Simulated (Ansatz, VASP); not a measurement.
LiF: VASP beside Ansatz

```
CELL_PARAMETERS angstrom
3.08105 0.00000 0.00000
-1.54053 2.66827 0.00000
0.00000 0.00000 4.78523
ATOMIC_POSITIONS crystal
Li 0.33333 0.66667 0.38244
Li 0.66667 0.33333 0.88244
F 0.33333 0.66667 0.99256
F 0.66667 0.33333 0.49256
```

Alike in both runs: task single point; functional HSE06; k mesh 6 × 6 × 4; no spin polarisation.

|  | VASP | Ansatz |
| --- | --- | --- |
| version | VASP 6.6.1 | Ansatz 0.2.0 |
| potentials or method | VASP PAW PBE potentials, release 64 (Li_sv, F) | plane waves, PAW |
| plane-wave cutoff (eV) | 520 | 420 |
| occupations | gaussian, width 0.01 eV | fixed |
| valence electrons in the cell | 20 | 20 |

|  | VASP | Ansatz | Ansatz less VASP |
| --- | --- | --- | --- |
| gap on the k mesh at the Fermi level (eV) | 10.00 | 10.03 | +0.025 |

Ansatz's warnings: stress exchange threshold loose, stress scf threshold loose.

Noted on VASP's run: the cutoff is under 1.25 times that of the potentials, so the pressure is a little rough.
